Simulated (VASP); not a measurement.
# MgO3 (ReO3 type) (Pm-3m) in VASP: further runs, part 2 of 2

VASP 6.6.1. The steps go on from the part before.

## 3. Single point, PBE

This run uses another cell than the first one, of 14.91 Å³/atom, 1.021 times its volume.

The input, INCAR:

```
SYSTEM = MgO3
PREC = Accurate ; ENCUT = 600
EDIFF = 1E-6 ; ISMEAR = -1
SIGMA = 0.06122561905347299 ; LREAL = .FALSE.
LASPH = .TRUE. ; NELM = 120
ALGO = Normal ; ISIF = 2
LWAVE = .FALSE. ; LCHARG = .FALSE.
GGA = PE ; NBANDS = 18
GGA_COMPAT = .FALSE.
```

The input, KPOINTS:

```
Automatic mesh
0
G
  14 14 14
  0 0 0
```

The input, POSCAR:

```
MgO3
1.0
    3.9073286678      0.0000000000      0.0000000000
    0.0000000000      3.9073286678      0.0000000000
    0.0000000000      0.0000000000      3.9073286678
Mg O
1 3
Direct
    0.0000000000      0.0000000000      0.0000000000
    0.5000000000      0.0000000000      0.0000000000
    0.0000000000      0.5000000000      0.0000000000
    0.0000000000      0.0000000000      0.5000000000
```

Potentials or basis: VASP PAW PBE potentials, release 64 (Mg, O).

Started as:

```bash
> cat potpaw_PBE.64/Mg/POTCAR potpaw_PBE.64/O/POTCAR > POTCAR
> mpirun -np 1 vasp_std > vasp.out
```

OUTCAR:

```text
SYSTEM = MgO3
   PREC = Accurate
   ENCUT = 600
   EDIFF = 1E-6
   ISMEAR = -1
   LREAL = .FALSE.
   LASPH = .TRUE.
   NELM = 120
   ISIF = 2
   GGA = PE

 ion  position               nearest neighbor table
   1  0.000  0.000  0.000-   2 1.95   3 1.95   4 1.95   4 1.95   3 1.95   2 1.95
   2  0.500  0.000  0.000-   1 1.95   1 1.95
   3  0.000  0.500  0.000-   1 1.95   1 1.95
   4  0.000  0.000  0.500-   1 1.95   1 1.95

  LATTYP: Found a simple cubic cell.
 ALAT       =     3.9073286678

  Lattice vectors:

 A1 = (   3.9073286678,   0.0000000000,   0.0000000000)
 A2 = (   0.0000000000,   3.9073286678,   0.0000000000)
 A3 = (   0.0000000000,   0.0000000000,   3.9073286678)

Analysis of symmetry for initial positions (statically):
=====================================================================
 Subroutine PRICEL returns:
 Original cell was already a primitive cell.

 Routine SETGRP: Setting up the symmetry group for a
 simple cubic supercell.

 Subroutine GETGRP returns: Found 48 space group operations
 (whereof 48 operations were pure point group operations)
 out of a pool of 48 trial point group operations.

The static configuration has the point symmetry O_h .

Analysis of symmetry for dynamics (positions and initial velocities):
=====================================================================
 Subroutine PRICEL returns:
 Original cell was already a primitive cell.

 Routine SETGRP: Setting up the symmetry group for a
 simple cubic supercell.

 Subroutine GETGRP returns: Found 48 space group operations
 (whereof 48 operations were pure point group operations)
 out of a pool of 48 trial point group operations.

The dynamic configuration has the point symmetry O_h .

 Subroutine INISYM returns: Found 48 space group operations
 (whereof 48 operations are pure point group operations),
 and found     1 'primitive' translations

----------------------------------------------------------------------------------------

                                     Primitive cell

  volume of cell :      59.6540

  direct lattice vectors                    reciprocal lattice vectors
     3.907328668  0.000000000  0.000000000     0.255929328  0.000000000  0.000000000
     0.000000000  3.907328668  0.000000000     0.000000000  0.255929328  0.000000000
     0.000000000  0.000000000  3.907328668     0.000000000  0.000000000  0.255929328

  length of vectors
     3.907328668  3.907328668  3.907328668     0.255929328  0.255929328  0.255929328

  position of ions in fractional coordinates (direct lattice)
     0.000000000  0.000000000  0.000000000
     0.500000000  0.000000000  0.000000000
     0.000000000  0.500000000  0.000000000
     0.000000000  0.000000000  0.500000000

  ion indices of the primitive-cell ions
   primitive index   ion index
                 1           1
                 2           2
                 3           3
                 4           4

----------------------------------------------------------------------------------------

 KPOINTS: Automatic mesh

Automatic generation of k-mesh.
 Grid dimensions read from file:
 generate k-points for:   14   14   14

 Generating k-lattice:

  Cartesian coordinates                     Fractional coordinates (reciprocal lattice)
     0.018280666  0.000000000  0.000000000     0.071428571  0.000000000  0.000000000
     0.000000000  0.018280666  0.000000000     0.000000000  0.071428571  0.000000000
     0.000000000  0.000000000  0.018280666     0.000000000  0.000000000  0.071428571

  Length of vectors
     0.018280666  0.018280666  0.018280666

  Shift w.r.t. Gamma in fractional coordinates (k-lattice)
     0.000000000  0.000000000  0.000000000

 Subroutine IBZKPT returns following result:
 ===========================================

 Found    120 irreducible k-points:

 Following reciprocal coordinates:
            Coordinates               Weight
  0.000000  0.000000  0.000000      1.000000
  0.071429  0.000000  0.000000      6.000000
  0.142857  0.000000  0.000000      6.000000
  0.214286  0.000000  0.000000      6.000000
  0.285714  0.000000  0.000000      6.000000
  0.357143  0.000000  0.000000      6.000000
[... 16 lines left out ...]
  0.285714  0.214286  0.000000     24.000000
  0.357143  0.214286  0.000000     24.000000
 [... further k-points ...]
   k-points           NKPTS =    120   k-points in BZ     NKDIM =    120   number of bands    NBANDS=     18
   number of dos      NEDOS =    301   number of ions     NIONS =      4
   total plane-waves  NPLWV =  32768
   dimension x,y,z NGX =    32 NGY =   32 NGZ =   32
   dimension x,y,z NGXF=    64 NGYF=   64 NGZF=   64
   ions per type =               1   3
   NGX,Y,Z   is equivalent  to a cutoff of  13.62, 13.62, 13.62 a.u.
   NGXF,Y,Z  is equivalent  to a cutoff of  27.23, 27.23, 27.23 a.u.
 SYSTEM =  MgO3
   PREC   = accura    normal or accurate (medium, high low for compatibility)
   ISTART =      0    job   : 0-new  1-cont  2-samecut
   ICHARG =      2    charge: 1-file 2-atom 10-const
   ISPIN  =      1    spin polarized calculation?
   LNONCOLLINEAR =      F non collinear calculations
   LSORBIT =      F    spin-orbit coupling
   LASPH  =      T    aspherical Exc in radial PAW
   ENCUT  =  600.0 eV  44.10 Ry    6.64 a.u.   7.80  7.80  7.80*2*pi/ulx,y,z
   NELM   =    120;   NELMIN=  2; NELMDL= -5     # of ELM steps
   EDIFF  = 0.1E-05   stopping-criterion for ELM
   LREAL  =      F    real-space projection
   EDIFFG = 0.1E-04   stopping-criterion for IOM
   NSW    =      0    number of steps for IOM
   IBRION =     -1    ionic relax: 0-MD 1-quasi-New 2-CG
   NFREE  =      0    steps in history (QN), initial steepest desc. (CG)
   ISIF   =      2    stress and relaxation
   ISYM   =      2    0-nonsym 1-usesym 2-fastsym
   POTIM  = 0.5000    time-step for ionic-motion
   TEBEG  =    0.0;   TEEND  =   0.0 temperature during run
   PSTRESS=    0.0 pullay stress
   NELECT =      20.0000    total number of electrons
   NUPDOWN=      -1.0000    fix difference up-down
   EMIN   =  10.00;   EMAX   =-10.00  energy-range for DOS
   EFERMI =   0.00;   METHOD = LEGACY
   ISMEAR =    -1;   SIGMA  =   0.06  broadening in eV -4-tet -1-fermi 0-gaus
   EFERMI_NEDOS =   21; number of points for ismear=-14 and -15
   IALGO  =     38    algorithm
   IMIX   =      4    mixing-type and parameters
     AMIX     =   0.40;   BMIX     =  1.00
     AMIX_MAG =   1.60;   BMIX_MAG =  1.00
  volume/ion in A,a.u.               =      14.91       100.64
  Fermi-wavevector in a.u.,A,eV,Ry     =   1.137291  2.149168 17.598191  1.293431
  Thomas-Fermi vector in A             =   2.273996
   LORBIT       =      0    0 simple, 1 ext, 2 COOP (PROOUT), +10 PAW based schemes
   GGA     = PE    functional components
   LHFCALC =     F    Hartree Fock is set to
   AEXX    =    0.0000 exact exchange contribution
   IVDW    =     0    specifies the selected vdW correction
   LEPSILON=     F    determine dielectric tensor
   LRPA    =     F    only Hartree local field effects (RPA)
 non-spin polarized calculation
  energy-cutoff  :      600.00
  volume of cell :       59.65
 maximum number of plane-waves:      2008
 NGX is ok and might be reduce to    32
   NGX = 15   NGY = 15   NGZ = 15

 number of electron      19.9999979 magnetization

 Free energy of the ion-electron system (eV)
  ---------------------------------------------------
  ext. energy  EPLUGINS =         0.00000000
  ---------------------------------------------------
  free energy    TOTEN  =       -15.61579747 eV

  energy without entropy =      -15.51421105  energy(sigma->0) =      -15.56500426

 E-fermi :  -2.6839     XC(G=0):  -8.2901

 val. band max:       -2.6844019742   @ k =   0.3571   0.2857   0.1429
 cond. band min:      -2.6824090170   @ k =   0.3571   0.0714   0.0714
 fundamental gap:      0.0019929572
 Fermi energy:        -2.6838798387

 k-point     1 :       0.0000    0.0000    0.0000
  band No.  band energies     occupation
      1     -19.4417      2.00000
      2     -18.0634      2.00000
      3     -18.0634      2.00000
      4      -5.1937      2.00000
      5      -5.1937      2.00000
      6      -5.1937      2.00000
[... 481 lines left out ...]
      5      -4.7137      2.00000
      6      -4.2551      2.00000
[... 10 lines left out ...]
     17      13.6669      0.00000
     18      14.4740      0.00000

 [... further k-points ...]

------------------------ aborting loop because EDIFF is reached ----------------------------------------

  FORCE on cell =-STRESS in cart. coord.  units (eV):
  Direction    XX          YY          ZZ          XY          YZ          ZX
  --------------------------------------------------------------------------------------
  -------------------------------------------------------------------------------------
  Total        0.8294784      0.8294784      0.8294784      0.0000000      0.0000000     -0.0000000
  in kB       22.2779812     22.2779812     22.2779812      0.0000000      0.0000000     -0.0000000
  external PRESSURE =      22.2779812 kB  Pullay stress =       0.0000000 kB

 VOLUME and BASIS-vectors are now :
 -----------------------------------------------------------------------------
  energy-cutoff  :      600.00
  volume of cell :       59.65
      direct lattice vectors                 reciprocal lattice vectors
     3.907328668  0.000000000  0.000000000     0.255929328  0.000000000  0.000000000
     0.000000000  3.907328668  0.000000000     0.000000000  0.255929328  0.000000000
     0.000000000  0.000000000  3.907328668     0.000000000  0.000000000  0.255929328

 POSITION                                       TOTAL-FORCE (eV/Angst)
 -----------------------------------------------------------------------------------
      0.00000      0.00000      0.00000         0.000000      0.000000      0.000000
      1.95366      0.00000      0.00000         0.000000      0.000000      0.000000
      0.00000      1.95366      0.00000         0.000000      0.000000      0.000000
      0.00000      0.00000      1.95366         0.000000      0.000000      0.000000
 -----------------------------------------------------------------------------------
    total drift:                                0.000000      0.000000     -0.000000

  FREE ENERGIE OF THE ION-ELECTRON SYSTEM (eV)
  ---------------------------------------------------
  free  energy   TOTEN  =       -15.6157974739 eV

  energy  without entropy=      -15.5142110507  energy(sigma->0) =      -15.56500426
```

stdout:

```text
POSCAR found type information on POSCAR MgO
 POSCAR found :  2 types and       4 ions
 scaLAPACK will be used
 LDA part: xc-table for (Slater+PW92), standard interpolation
 POSCAR, INCAR and KPOINTS ok, starting setup
 FFT: planning ... GRIDC
 FFT: planning ... GRID_SOFT
 FFT: planning ... GRID
 WAVECAR not read
 entering main loop
```

Wall time 2.2 min (1 thread of Intel Xeon 8259CL, shared host); peak memory 0.27 GiB.

What came out:

| Property | Result |
| --- | --- |
| Free energy | -15.6158 eV |
| Pressure | 2.2 GPa |
| Band gap on the k mesh | zero (band 10 reaches -2.04 eV, above the bottom of band 11 at -3.23 eV) |

Levels at points of the mesh, in eV from the Fermi level:
| k point | band 8 | band 9 | band 10 | band 11 | band 12 | band 13 |
| --- | --- | --- | --- | --- | --- | --- |
| (0.00, 0.00, 0.00) | -0.17 | -0.17 | 0.22 | 0.22 | 0.22 | 8.15 |
| (0.50, 0.00, 0.00) | -0.66 | -0.66 | -0.38 | 0.09 | 0.09 | 10.64 |
| (0.50, 0.50, 0.00) | -0.78 | -0.62 | -0.62 | -0.55 | 0.64 | 11.71 |
| (0.50, 0.50, 0.50) | -0.54 | -0.54 | 0.65 | 0.65 | 0.65 | 11.00 |

## 4. Single point, PBE

This run uses another cell than the first one, of 15.22 Å³/atom, 1.043 times its volume.

The input, INCAR:

```
SYSTEM = MgO3
ALGO = Normal
EDIFF = 1E-6
ENCUT = 600
GGA = PE
GGA_COMPAT = .False.
ISIF = 2
ISMEAR = -1
LASPH = .True.
LCHARG = .True.
LELF = .True.
LREAL = .False.
LVHAR = .True.
LWAVE = .False.
NBANDS = 18
NELM = 120
PREC = Accurate
SIGMA = 0.06122561905347299
```

The input, KPOINTS:

```
k-points
0
Gamma
  14 14 14
  0 0 0
```

The input, POSCAR:

```
MgO3
1.0
    3.9342766136      0.0000000000      0.0000000000
    0.0000000000      3.9342766136      0.0000000000
    0.0000000000      0.0000000000      3.9342766136
Mg O
1 3
Direct
    0.0000000000      0.0000000000      0.0000000000
    0.5000000000      0.0000000000      0.0000000000
    0.0000000000      0.5000000000      0.0000000000
    0.0000000000      0.0000000000      0.5000000000
```

Started as:

```bash
> cat potpaw_PBE.64/Mg/POTCAR potpaw_PBE.64/O/POTCAR > POTCAR
> mpirun -np 1 vasp_std > vasp.out
```

Wall time 2.1 min (1 thread of Intel Xeon 8259CL, shared host); peak memory 0.28 GiB.

It converged, with:

- Free energy: -15.6298 eV
- Pressure: 0.8 GPa
- Band gap on the k mesh: zero (band 10 reaches -2.16 eV, above the bottom of band 11 at -3.33 eV)

Levels at points of the mesh, in eV from the Fermi level:
```csv
k point,band 8,band 9,band 10,band 11,band 12,band 13
"(0.00, 0.00, 0.00)",-0.16,-0.16,0.21,0.21,0.21,8.07
"(0.50, 0.00, 0.00)",-0.64,-0.64,-0.36,0.09,0.09,10.55
"(0.50, 0.50, 0.00)",-0.76,-0.60,-0.60,-0.54,0.62,11.64
"(0.50, 0.50, 0.50)",-0.53,-0.53,0.63,0.63,0.63,10.99
```

## 5. Single point, PBE

This run uses another cell than the first one, of 15.85 Å³/atom, 1.085 times its volume.

The input, INCAR:

```
ALGO = Normal
EDIFF = 1E-7
ENCUT = 520
GGA = PE
ISIF = 2
ISMEAR = -1
LASPH = True
LCHARG = True
LELF = True
LREAL = False
LVHAR = True
LWAVE = False
NBANDS = 18
NELM = 80
PREC = Accurate
SIGMA = 0.06122561905347299
```

The input, KPOINTS:

```
k-points
0
Gamma
  27 27 27
```

The input, POSCAR:

```
MgO3
1.0
    3.9870919980      0.0000000000      0.0000000000
    0.0000000000      3.9870919980      0.0000000000
    0.0000000000      0.0000000000      3.9870919980
Mg O
1 3
Direct
    0.0000000000      0.0000000000      0.0000000000
    0.5000000000      0.0000000000      0.0000000000
    0.0000000000      0.5000000000      0.0000000000
    0.0000000000      0.0000000000      0.5000000000
```

Started as:

```bash
> cat potpaw_PBE.64/Mg/POTCAR potpaw_PBE.64/O/POTCAR > POTCAR
> mpirun -np 1 vasp_std > vasp.out
```

It took 3.9 min on 1 thread of Intel Xeon 6975P-C (Granite Rapids), shared host; peak memory 0.61 GiB.

The run converged. Its results:

* Free energy: -15.6260 eV
* Pressure: -1.4 GPa
* Band gap on the k mesh: zero (band 10 reaches -2.40 eV, above the bottom of band 11 at -3.49 eV)

Levels at points of the mesh, in eV from the Fermi level:
```csv
k point,band 8,band 9,band 10,band 11,band 12,band 13
"(0.00, 0.00, 0.00)",-0.15,-0.15,0.19,0.19,0.19,7.91
```

## 6. Summary

```tsv
cell	k mesh	cutoff (eV)	gap on the mesh (eV)	pressure (GPa)
a = 3.880 Å, 4 atoms	14 × 14 × 14	600	none	3.8
a = 3.907 Å, 4 atoms	14 × 14 × 14	600	none	2.2
a = 3.934 Å, 4 atoms	14 × 14 × 14	600	none	0.8
a = 3.987 Å, 4 atoms	27 × 27 × 27	520	none	-1.4
```

Alike in all rows: task single point; level PBE; potentials or basis VASP PAW PBE potentials, release 64 (Mg, O); no spin polarisation; smearing fermi-dirac 0.0612256 eV.

Total energies depend on the potentials used, so only differences within one code and one set of settings carry meaning.
